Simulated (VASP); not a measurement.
A run of VASP 6.6.1:

INCAR

```
ALGO = Fast
EDIFF = 1E-6
ENCUT = 520
GGA = PE
ISIF = 2
ISMEAR = 0
IVDW = 12
LASPH = T
LCHARG = T
LELF = T
LREAL = F
LVHAR = T
LWAVE = F
NBANDS = 26
NELM = 80
PREC = Accurate
SIGMA = 0.1
```

The input KPOINTS:

```
k-points
0
Gamma
  12 12 4
```

POSCAR

```
K
1.0
    4.6094756171      0.0000000000      0.0000000000
   -2.3047378085      3.9919229825      0.0000000000
    0.0000000000      0.0000000000     14.9692499810
K
4
Direct
    0.0000000000      0.0000000000      0.0000000000
    0.3333333333      0.6666666667      0.7500000000
    0.0000000000      0.0000000000      0.5000000000
    0.6666666667      0.3333333333      0.2500000000
```

Potentials or basis: VASP PAW PBE potentials, release 64 (K_sv).

The run is started by

```console
$ cat potpaw_PBE.64/K_sv/POTCAR > POTCAR
$ mpirun -np 1 vasp_std > vasp.out
```

Hardware: 1 thread of Oxide Virtual Turin-like Processor, on a shared host.

Question: How long does it take, and how much memory?

Answer: Wall time 9.6 min on 1 thread of Oxide Virtual Turin-like Processor (shared host), peak memory 0.52 GiB. Counts: scf iterations 15, k points 57.
